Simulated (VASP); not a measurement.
Wanted: the native input for a VASP 6.6.1 run.

```yaml
Task: electric field gradients
Functional: LDA
Potentials_or_basis: VASP PAW LDA potentials, release 64 (Na_pv, H, F)
Cutoff: 520 eV
k_mesh: 10 × 10 × 10
Occupations: fermi-dirac, width 0.02 eV
Spin: no spin polarisation
Dipole_correction: no
Further_INCAR_settings: ALGO = Normal; EDIFF = 1e-08; NBANDS = 19
```

The structure of NaHF2 lies in POSCAR:

```
NaHF2
1.0
    1.7630141214      1.0178766776      4.6388706988
   -1.7630141214      1.0178766776      4.6388706988
    0.0000000000     -2.0357533553      4.6388706988
Na H F
1 1 2
Direct
    0.0000000000      0.0000000000      0.0000000000
    0.5000000000      0.5000000000      0.5000000000
    0.4100000000      0.4100000000      0.4100000000
    0.5900000000      0.5900000000      0.5900000000
```

This cell differs from its parent crystal: equal xx and yy strain of +2 %.

The input as run:

INCAR

```
SYSTEM = NaHF2
PREC     = Accurate       ! precision mode
ENCUT    = 520            ! plane-wave cutoff, eV
EDIFF    = 1E-8           ! SCF threshold, eV
ISMEAR   = -1             ! smearing method
SIGMA    = 0.02           ! smearing width, eV
LREAL    = .False.        ! projectors in reciprocal space
LASPH    = .True.         ! aspherical terms in the spheres
NELM     = 100            ! most SCF steps
ALGO     = Normal         ! electronic algorithm
ISIF     = 2              ! what is computed and relaxed
LWAVE    = .False.        ! write WAVECAR
LCHARG   = .False.        ! write CHGCAR
GGA      = CA             ! functional
LEFG     = .True.       
NBANDS   = 19             ! bands
```

KPOINTS

```
regular mesh
0
Gamma
  10 10 10
  0 0 0
```

Potentials or basis: VASP PAW LDA potentials, release 64 (Na_pv, H, F).

Launch:

```bash
$ cat potpaw_LDA.64/Na_pv/POTCAR potpaw_LDA.64/H/POTCAR potpaw_LDA.64/F/POTCAR > POTCAR
$ mpirun -np 1 vasp_std > vasp.out
```

It gave:

| Item | Value |
| --- | --- |
| Pressure | -7.8 GPa |
| Largest force | 2.037 eV/Å |
| Band gap on the k mesh | 6.23 eV (least direct gap 6.51 eV) |
| Largest electric field gradient by atom | Na +8.5; H -0.6; F +117.6 V/Å² |

Caveat: the cell differs from its parent crystal (equal xx and yy strain of +2 %); the cell stands under tension; without QUAD_EFG the Cq values of the log hold for a quadrupole moment of 1 mb, not for the nuclei; forces of over 1 eV/Å act on the atoms, so gaps and moduli don't describe the material at rest.

Run time: 68 s on 1 thread of Intel(R) Xeon(R) 6975P-C (Granite Rapids), with other jobs on the host, peak memory 0.24 GiB.
